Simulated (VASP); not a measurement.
# ScAl3 (Pm-3m) in VASP: further runs, part 2 of 2

VASP 6.6.1. The steps go on from the part before.

## 5. Single point, PBEsol+D3(BJ)

This run uses another cell than the first one, of 16.65 Å³/atom.

File INCAR:

```
PREC     = Accurate       # precision mode
ENCUT    = 520            # plane-wave cutoff, eV
EDIFF    = 1E-7           # SCF threshold, eV
ISMEAR   = -1             # smearing method
SIGMA    = 0.1            # smearing width, eV
LREAL    = False          # projectors in reciprocal space
LASPH    = True           # aspherical terms in the spheres
NELM     = 100            # most SCF steps
ALGO     = Normal         # electronic algorithm
ISIF     = 2              # what is computed and relaxed
LWAVE    = False          # write WAVECAR
LCHARG   = True           # write CHGCAR
GGA      = PS             # functional
IVDW     = 12             # dispersion correction
LELF     = True           # ELF
LVHAR    = True         
NBANDS   = 18             # bands
```

File KPOINTS:

```
regular mesh
0
Gamma
  6 6 6
```

File POSCAR:

```
ScAl3
1.0
    4.0534540565      0.0000000000      0.0000000000
    0.0000000000      4.0534540565      0.0000000000
    0.0000000000      0.0000000000      4.0534540565
Sc Al
1 3
Direct
    0.0000000000      0.0000000000      0.0000000000
    0.5000000000      0.0000000000      0.5000000000
    0.0000000000      0.5000000000      0.5000000000
    0.5000000000      0.5000000000      0.0000000000
```

The run is started by

```
$ cat potpaw_PBE.64/Sc_sv/POTCAR potpaw_PBE.64/Al/POTCAR > POTCAR
$ mpirun -np 1 vasp_std > vasp.out
```

Run time: 18 s. Hardware: 1 thread of AMD EPYC 7R13 (Zen 3), shared host; peak memory 0.15 GiB.

The run converged. Its results:

```yaml
Free_energy: -22.2803 eV
Pressure: -2.3 GPa
Band_gap_on_the_k_mesh: zero (bands 10 and 11 overlap by 4.00 eV)
Dispersion_energy_per_atom: -0.376 eV
```

Levels at points of the mesh, in eV from the Fermi level:
```csv
k point,band 8,band 9,band 10,band 11,band 12,band 13
"(0.00, 0.00, 0.00)",-1.90,-1.90,-1.90,1.13,1.22,1.22
"(0.50, 0.00, 0.00)",-1.84,-1.63,0.94,0.96,0.96,1.26
"(0.50, 0.50, 0.00)",-4.52,-0.65,-0.65,1.13,1.31,2.03
"(0.50, 0.50, 0.50)",-4.65,-3.06,-3.06,-3.06,0.89,2.58
```

Caveat: the PAW data sets were made with another functional, which shifts forces and pressure a little.

## 6. Single point, PBEsol+D3(BJ)

This run uses another cell than the first one, of 17.08 Å³/atom.

File INCAR:

```
ALGO = Normal
EDIFF = 1E-7
ENCUT = 520
GGA = PS
ISIF = 2
ISMEAR = -1
IVDW = 12
LASPH = True
LCHARG = False
LREAL = False
LWAVE = False
NBANDS = 18
NELM = 100
PREC = Accurate
SIGMA = 0.1
```

File KPOINTS:

```
k-points
0
Gamma
  6 6 6
```

File POSCAR:

```
ScAl3
1.0
    4.0878070000      0.0000000000      0.0000000000
    0.0000000000      4.0878070000      0.0000000000
    0.0000000000      0.0000000000      4.0878070000
Sc Al
1 3
Direct
    0.0000000000      0.0000000000      0.0000000000
    0.5000000000      0.0000000000      0.5000000000
    0.0000000000      0.5000000000      0.5000000000
    0.5000000000      0.5000000000      0.0000000000
```

Potentials or basis: VASP PAW PBE potentials, release 64 (Sc_sv, Al).

The run is started by

```
$ cat potpaw_PBE.64/Sc_sv/POTCAR potpaw_PBE.64/Al/POTCAR > POTCAR
$ mpirun -np 1 vasp_std > vasp.out
```

OUTCAR:

```text
EDIFF = 1E-7
   ENCUT = 520
   GGA = PS
   ISIF = 2
   ISMEAR = -1
   IVDW = 12
   LASPH = True
   LREAL = False
   NELM = 100
   PREC = Accurate
 IVDW          = 12

 ion  position               nearest neighbor table
   1  0.000  0.000  0.000-   2 2.89   3 2.89   4 2.89   2 2.89   3 2.89   3 2.89   4 2.89   3 2.89
                             2 2.89   4 2.89   2 2.89   4 2.89
   2  0.500  0.000  0.500-   1 2.89   3 2.89   4 2.89   1 2.89   4 2.89   3 2.89   4 2.89   4 2.89
                             1 2.89   3 2.89   1 2.89   3 2.89
   3  0.000  0.500  0.500-   1 2.89   2 2.89   4 2.89   1 2.89   4 2.89   1 2.89   2 2.89   1 2.89
                             2 2.89   4 2.89   4 2.89   2 2.89
   4  0.500  0.500  0.000-   1 2.89   2 2.89   3 2.89   2 2.89   3 2.89   1 2.89   2 2.89   2 2.89
                             1 2.89   3 2.89   3 2.89   1 2.89

  LATTYP: Found a simple cubic cell.
 ALAT       =     4.0878070000

  Lattice vectors:

 A1 = (   4.0878070000,   0.0000000000,   0.0000000000)
 A2 = (   0.0000000000,   4.0878070000,   0.0000000000)
 A3 = (   0.0000000000,   0.0000000000,   4.0878070000)

Analysis of symmetry for initial positions (statically):
=====================================================================
 Subroutine PRICEL returns:
 Original cell was already a primitive cell.

 Routine SETGRP: Setting up the symmetry group for a
 simple cubic supercell.

 Subroutine GETGRP returns: Found 48 space group operations
 (whereof 48 operations were pure point group operations)
 out of a pool of 48 trial point group operations.

The static configuration has the point symmetry O_h .

Analysis of symmetry for dynamics (positions and initial velocities):
=====================================================================
 Subroutine PRICEL returns:
 Original cell was already a primitive cell.

 Routine SETGRP: Setting up the symmetry group for a
 simple cubic supercell.

 Subroutine GETGRP returns: Found 48 space group operations
 (whereof 48 operations were pure point group operations)
 out of a pool of 48 trial point group operations.

The dynamic configuration has the point symmetry O_h .

 Subroutine INISYM returns: Found 48 space group operations
 (whereof 48 operations are pure point group operations),
 and found     1 'primitive' translations

----------------------------------------------------------------------------------------

                                     Primitive cell

  volume of cell :      68.3079

  direct lattice vectors                    reciprocal lattice vectors
     4.087807000  0.000000000  0.000000000     0.244629945  0.000000000  0.000000000
     0.000000000  4.087807000  0.000000000     0.000000000  0.244629945  0.000000000
     0.000000000  0.000000000  4.087807000     0.000000000  0.000000000  0.244629945

  length of vectors
     4.087807000  4.087807000  4.087807000     0.244629945  0.244629945  0.244629945

  position of ions in fractional coordinates (direct lattice)
     0.000000000  0.000000000  0.000000000
     0.500000000  0.000000000  0.500000000
     0.000000000  0.500000000  0.500000000
     0.500000000  0.500000000  0.000000000

  ion indices of the primitive-cell ions
   primitive index   ion index
                 1           1
                 2           2
[... 26 lines left out ...]

 Found     20 irreducible k-points:

 Following reciprocal coordinates:
            Coordinates               Weight
  0.000000  0.000000  0.000000      1.000000
  0.166667  0.000000  0.000000      6.000000
  0.333333  0.000000  0.000000      6.000000
  0.500000  0.000000  0.000000      3.000000
  0.166667  0.166667  0.000000     12.000000
  0.333333  0.166667  0.000000     24.000000
[... 12 lines left out ...]
  0.500000  0.500000  0.333333      6.000000
  0.500000  0.500000  0.500000      1.000000
   k-points           NKPTS =     20   k-points in BZ     NKDIM =     20   number of bands    NBANDS=     18
   number of dos      NEDOS =    301   number of ions     NIONS =      4
   total plane-waves  NPLWV =  27000
   dimension x,y,z NGX =    30 NGY =   30 NGZ =   30
   dimension x,y,z NGXF=    60 NGYF=   60 NGZF=   60
   ions per type =               1   3
   NGX,Y,Z   is equivalent  to a cutoff of  12.20, 12.20, 12.20 a.u.
   NGXF,Y,Z  is equivalent  to a cutoff of  24.40, 24.40, 24.40 a.u.
 SYSTEM =  unknown system
   PREC   = accura    normal or accurate (medium, high low for compatibility)
   ISTART =      0    job   : 0-new  1-cont  2-samecut
   ICHARG =      2    charge: 1-file 2-atom 10-const
   ISPIN  =      1    spin polarized calculation?
   LNONCOLLINEAR =      F non collinear calculations
   LSORBIT =      F    spin-orbit coupling
   LASPH  =      T    aspherical Exc in radial PAW
   ENCUT  =  520.0 eV  38.22 Ry    6.18 a.u.   7.60  7.60  7.60*2*pi/ulx,y,z
   NELM   =    100;   NELMIN=  2; NELMDL= -5     # of ELM steps
   EDIFF  = 0.1E-06   stopping-criterion for ELM
   LREAL  =      F    real-space projection
   EDIFFG = 0.1E-05   stopping-criterion for IOM
   NSW    =      0    number of steps for IOM
   IBRION =     -1    ionic relax: 0-MD 1-quasi-New 2-CG
   NFREE  =      0    steps in history (QN), initial steepest desc. (CG)
   ISIF   =      2    stress and relaxation
   ISYM   =      2    0-nonsym 1-usesym 2-fastsym
   POTIM  = 0.5000    time-step for ionic-motion
   TEBEG  =    0.0;   TEEND  =   0.0 temperature during run
   PSTRESS=    0.0 pullay stress
   NELECT =      20.0000    total number of electrons
   NUPDOWN=      -1.0000    fix difference up-down
   EMIN   =  10.00;   EMAX   =-10.00  energy-range for DOS
   EFERMI =   0.00;   METHOD = LEGACY
   ISMEAR =    -1;   SIGMA  =   0.10  broadening in eV -4-tet -1-fermi 0-gaus
   EFERMI_NEDOS =   21; number of points for ismear=-14 and -15
   IALGO  =     38    algorithm
   IMIX   =      4    mixing-type and parameters
     AMIX     =   0.40;   BMIX     =  1.00
     AMIX_MAG =   1.60;   BMIX_MAG =  1.00
  volume/ion in A,a.u.               =      17.08       115.24
  Fermi-wavevector in a.u.,A,eV,Ry     =   1.087079  2.054281 16.078560  1.181741
  Thomas-Fermi vector in A             =   2.223230
   LORBIT       =      0    0 simple, 1 ext, 2 COOP (PROOUT), +10 PAW based schemes
   GGA     = PS    functional components
   LHFCALC =     F    Hartree Fock is set to
   AEXX    =    0.0000 exact exchange contribution
   IVDW    =    12    specifies the selected vdW correction
   LEPSILON=     F    determine dielectric tensor
   LRPA    =     F    only Hartree local field effects (RPA)
 non-spin polarized calculation
  energy-cutoff  :      520.00
  volume of cell :       68.31
 maximum number of plane-waves:      1856
   NGX = 15   NGY = 15   NGZ = 15

 number of electron      19.9999996 magnetization

 Free energy of the ion-electron system (eV)
  ---------------------------------------------------
  ext. energy  EPLUGINS =         0.00000000
  ---------------------------------------------------
  free energy    TOTEN  =       -20.77779585 eV

  energy without entropy =      -20.72624327  energy(sigma->0) =      -20.75201956

 E-fermi :   7.2845     XC(G=0): -10.4988

 val. band max:        7.0002484964   @ k =   0.3333   0.3333   0.0000
 cond. band min:       7.2938738289   @ k =   0.5000   0.3333   0.1667
 fundamental gap:      0.2936253326
 Fermi energy:         7.2845218786

 k-point     1 :       0.0000    0.0000    0.0000
  band No.  band energies     occupation
      1     -41.5434      2.00000
      2     -20.3422      2.00000
      3     -20.3422      2.00000
      4     -20.3422      2.00000
      5      -2.8189      2.00000
      6       4.5742      2.00000
[... 397 lines left out ...]
      5       2.4127      2.00000
      6       2.4127      2.00000
[... 10 lines left out ...]
     17      11.2512      0.00000
     18      18.1155      0.00000

------------------------ aborting loop because EDIFF is reached ----------------------------------------

 Edisp (eV)   -1.46699

 E8    (eV) :    -1.0057

  FORCE on cell =-STRESS in cart. coord.  units (eV):
  Direction    XX          YY          ZZ          XY          YZ          ZX
  --------------------------------------------------------------------------------------
  -------------------------------------------------------------------------------------
  Total      -1.88566    -1.88566    -1.88566     0.00000     0.00000    -0.00000
  in kB     -44.22866   -44.22866   -44.22866     0.00000     0.00000    -0.00000
  external pressure =      -44.23 kB  Pullay stress =        0.00 kB

 VOLUME and BASIS-vectors are now :
 -----------------------------------------------------------------------------
  energy-cutoff  :      520.00
  volume of cell :       68.31
      direct lattice vectors                 reciprocal lattice vectors
     4.087807000  0.000000000  0.000000000     0.244629945  0.000000000  0.000000000
     0.000000000  4.087807000  0.000000000     0.000000000  0.244629945  0.000000000
     0.000000000  0.000000000  4.087807000     0.000000000  0.000000000  0.244629945

 POSITION                                       TOTAL-FORCE (eV/Angst)
 -----------------------------------------------------------------------------------
      0.00000      0.00000      0.00000         0.000000      0.000000      0.000000
      2.04390      0.00000      2.04390         0.000000      0.000000      0.000000
      0.00000      2.04390      2.04390         0.000000      0.000000      0.000000
      2.04390      2.04390      0.00000         0.000000      0.000000      0.000000
 -----------------------------------------------------------------------------------
    total drift:                               -0.000000     -0.000000      0.000000

  FREE ENERGIE OF THE ION-ELECTRON SYSTEM (eV)
  ---------------------------------------------------
  free  energy   TOTEN  =       -22.2447835188 eV

  energy  without entropy=      -22.1932309377  energy(sigma->0) =      -22.21900723
```

OSZICAR:

```text
N       E                     dE             d eps       ncg     rms          rms(c)
DAV:   1     0.104802075638E+03    0.10480E+03   -0.83592E+03   720   0.100E+03
DAV:   2    -0.168198629885E+02   -0.12162E+03   -0.11889E+03   728   0.289E+02
DAV:   3    -0.217097577007E+02   -0.48899E+01   -0.47461E+01  1088   0.554E+01
DAV:   4    -0.218350653674E+02   -0.12531E+00   -0.12483E+00  1064   0.917E+00
DAV:   5    -0.218372866434E+02   -0.22213E-02   -0.22211E-02  1016   0.108E+00    0.923E+00
DAV:   6    -0.208600349625E+02    0.97725E+00   -0.35990E+00  1050   0.202E+01    0.321E+00
DAV:   7    -0.208055979120E+02    0.54437E-01   -0.11795E-01  1104   0.251E+00    0.191E+00
DAV:   8    -0.207786166817E+02    0.26981E-01   -0.46128E-02  1150   0.177E+00    0.314E-01
DAV:   9    -0.207782608277E+02    0.35585E-03   -0.99576E-03  1106   0.112E+00    0.206E-01
DAV:  10    -0.207778056205E+02    0.45521E-03   -0.16167E-03  1142   0.410E-01    0.584E-02
DAV:  11    -0.207778258873E+02   -0.20267E-04   -0.93421E-05  1174   0.742E-02    0.419E-02
DAV:  12    -0.207777954733E+02    0.30414E-04   -0.14039E-04  1042   0.128E-01    0.327E-03
DAV:  13    -0.207777959017E+02   -0.42838E-06   -0.30509E-06  1022   0.131E-02    0.385E-03
DAV:  14    -0.207777958484E+02    0.53292E-07   -0.17347E-07   684   0.386E-03
   1 F= -.22244784E+02 E0= -.22219007E+02  d E =-.515526E-01
```

stdout:

```text
POSCAR found type information on POSCAR ScAl
 POSCAR found :  2 types and       4 ions
 scaLAPACK will be used
 -----------------------------------------------------------------------------
|                                                                             |
|                                                                             |
|     You enforced a specific xc type in the INCAR file but a different       |
|     I HOPE YOU KNOW WHAT YOU ARE DOING!                                     |
|                                                                             |
 -----------------------------------------------------------------------------

 LDA part: xc-table for (Slater+PW92), standard interpolation
 POSCAR, INCAR and KPOINTS ok, starting setup
 FFT: planning ... GRIDC
 FFT: planning ... GRID_SOFT
 FFT: planning ... GRID
 WAVECAR not read
 entering main loop
```

It took 18 s on 1 thread of AMD EPYC 7R13 (Zen 3), shared host; peak memory 0.15 GiB.

Results:

```yaml
Free_energy: -22.2448 eV
Pressure: -4.4 GPa
Band_gap_on_the_k_mesh: zero (bands 10 and 11 overlap by 3.83 eV)
Dispersion_energy_per_atom: -0.367 eV
```

Caveat: the cell stands under tension; the PAW data sets were made with another functional, which shifts forces and pressure a little.

## 7. Summary

```csv
cell,gap on the mesh (eV),pressure (GPa)
"a = 3.947 Å, 4 atoms",none,6.2
"a = 3.983 Å, 4 atoms",none,3.0
"a = 4.019 Å, 4 atoms",none,0.2
"a = 4.053 Å, 4 atoms",none,-2.3
"a = 4.088 Å, 4 atoms",none,-4.4
```

Alike in all rows: task single point; level PBEsol+D3(BJ); potentials or basis VASP PAW PBE potentials, release 64 (Sc_sv, Al); no spin polarisation; k mesh 6 × 6 × 6; cutoff (eV) 520; smearing fermi-dirac 0.1 eV.

Caveats: the PAW data sets were made with another functional, which shifts forces and pressure a little; the cell stands under pressure (at least some runs); the cell stands under tension (at least some runs).

Total energies depend on the potentials used, so only differences within one code and one set of settings carry meaning.
